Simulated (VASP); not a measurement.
Fe, 2 atoms in the cell. It takes space group P6_3/mmc (No. 194, hexagonal). Conventional cell: a = 2.522 Å, b = 2.522 Å, c = 4.387 Å, α = 90.00°, β = 90.00°, γ = 120.00°. Fe (site symmetry -6m2) has 12 Fe at 2.52 to 2.63 Å within 3.3 Å. This isn't the form of Fe at room conditions, which is bcc.

```yaml
Program: VASP 6.6.1
Task: single point
Functional: PBE
Potentials_or_basis: VASP PAW PBE potentials, release 64 (Fe)
Cutoff: 520 eV
k_mesh: 9 × 9 × 4
Occupations: gaussian, width 0.1 eV
Spin: collinear spin, ferromagnetic start
Starting_moments: "[3.2, 3.2] μB"
Dipole_correction: no
Further_INCAR_settings: ALGO = Normal; EDIFF = 1e-06; NBANDS = 19
```

Potentials or basis: VASP PAW PBE potentials, release 64 (Fe).

Command:

```console
$ cat potpaw_PBE.64/Fe/POTCAR > POTCAR
$ mpirun -np 1 vasp_std > vasp.out
```

Hardware: 1 thread of Intel(R) Xeon(R) 6975P-C (Granite Rapids), with other jobs on the host.

Q: How long does it take, and how much memory?

A: Run time: 16 s on 1 thread of Intel(R) Xeon(R) 6975P-C (Granite Rapids) (shared host), peak memory 0.16 GiB. Counts: scf iterations 14, k points 36.
